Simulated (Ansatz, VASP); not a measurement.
**Two plane-wave programs on ZrC**

INCAR

```
ALGO = Normal ; EDIFF = 1E-6
ENCUT = 520 ; GGA = PE
ISIF = 2 ; ISMEAR = 0
LASPH = True ; LCHARG = False
LREAL = False ; LWAVE = False
NBANDS = 15 ; NELM = 80
PREC = Accurate ; SIGMA = 0.15
```

File KPOINTS:

```
k-points
0
Gamma
  18 18 18
```

File POSCAR:

```
ZrC
1.0
    0.0000000000      2.3502100000      2.1621932000
    2.3502100000      0.0000000000      2.1621932000
    2.3502100000      2.3502100000      0.0000000000
Zr C
1 1
Direct
    0.5000000000      0.5000000000      0.5000000000
    0.0000000000      0.0000000000      0.0000000000
```

Input for Ansatz:

```yaml
crystal:
  lattice:
    - [0.0, 2.35021, 2.1621932]
    - [2.35021, 0.0, 2.1621932]
    - [2.35021, 2.35021, 0.0]
  atoms:
    - { symbol: Zr, position: [0.5, 0.5, 0.5] }
    - { symbol: C, position: [0.0, 0.0, 0.0] }
basis:
  ecutwfc: 420
kpoints:
  mp_grid: { grid: [18, 18, 18] }
hamiltonian:
  xc: pbe
scf:
  occupations: { method: gaussian, width: 0.15 }
output:
  forces: true
  stress: true
  eigenvalues: true
  write_density: true
  write_potential: true
  elf: true
  volumetric_format: npy
```

Change from the starting cell: strain +0.000 along x and y, -0.080 along z, atoms carried along.

Alike in both runs: task single point; functional PBE; k mesh 18 × 18 × 18; occupations gaussian, width 0.15 eV; no spin polarisation.

```csv
,VASP,Ansatz
version,VASP 6.6.1,Ansatz 0.2.0
potentials or method,"VASP PAW PBE potentials, release 64 (Zr_sv, C), cutoff 520 eV","scalar-relativistic, plane waves, PAW"
valence electrons in the cell,16,16
```

```csv
,VASP,Ansatz,Ansatz less VASP
gap on the k mesh at the Fermi level (eV),none,none,-
pressure (GPa),27.3,27.0,-0.30
"traceless stress, the component that is largest in VASP (GPa)",31.69,31.61,-0.082
```

A gap of «none» marks a metal or a gap that the smearing closes.
